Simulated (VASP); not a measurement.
Here is a VASP 6.6.1 calculation.

The input POSCAR:

```
Mg3Sb2
1.0
    4.5097207300      0.0000000000      0.0000000000
   -2.2548603700      3.9055327200      0.0000000000
    0.0000000000      0.0000000000      7.1469835900
Mg Sb
3 2
Direct
    0.3333333300      0.6666666700      0.6335056500
    0.6666666700      0.3333333300      0.3664943500
    0.0000000000      0.0000000000      0.0000000000
    0.3333333300      0.6666666700      0.2286768400
    0.6666666700      0.3333333300      0.7713231600
```

INCAR.step1

```
  PREC = Accurate
  ENCUT = 580
  ISMEAR = -1
  SIGMA = 0.02
  LREAL = False
  LASPH = True
  NELM = 120
  GGA = PE
  ALGO = Normal
  EDIFF = 1E-5
  LWAVE = True
  LCHARG = False
  GGA_COMPAT = False
  IBRION = 2
  EDIFFG = -0.01
  NELMIN = 4
  NSW = 100
```

The input INCAR.step2:

```
  PREC = Accurate
  ENCUT = 580
  EDIFF = 1E-7
  ISMEAR = -1
  SIGMA = 0.02
  LREAL = False
  LASPH = True
  NELM = 120
  ALGO = Normal
  ISIF = 2
  LWAVE = False
  LCHARG = False
  METAGGA = R2SCAN
  LMIXTAU = True
  IBRION = 2
  NSW = 50
  EDIFFG = -0.01
  ISTART = 1
  GGA_COMPAT = False
  NELMIN = 4
```

KPOINTS

```
regular mesh
0
Gamma
  6 6 4
```

Potentials or basis: VASP PAW PBE potentials, release 64 (Mg, Sb).

The run is started by

```bash
$ cat potpaw_PBE.64/Mg/POTCAR potpaw_PBE.64/Sb/POTCAR > POTCAR
$ cp INCAR.step1 INCAR
$ mpirun -np 1 vasp_std > vasp.out
$ cp INCAR.step2 INCAR
$ mpirun -np 1 vasp_std > vasp.out
```

Question: Estimate the energy gained by relaxing.

Answer: 0.4 meV/atom.

Question: Estimate the band gap on the k mesh.

Answer: 0.51 eV (least direct gap 1.77 eV).

Stress tensor (GPa, compression positive):
```
2.01 0.00 0.00
0.00 2.01 0.00
0.00 0.00 1.85
```

Caveat: semilocal functionals underestimate gaps, and a narrow one can read as zero; the PAW data sets were made with another functional, which shifts forces and pressure a little; spin-orbit coupling is left out, which moves the levels of the heavy elements. A k mesh can miss the band edges.
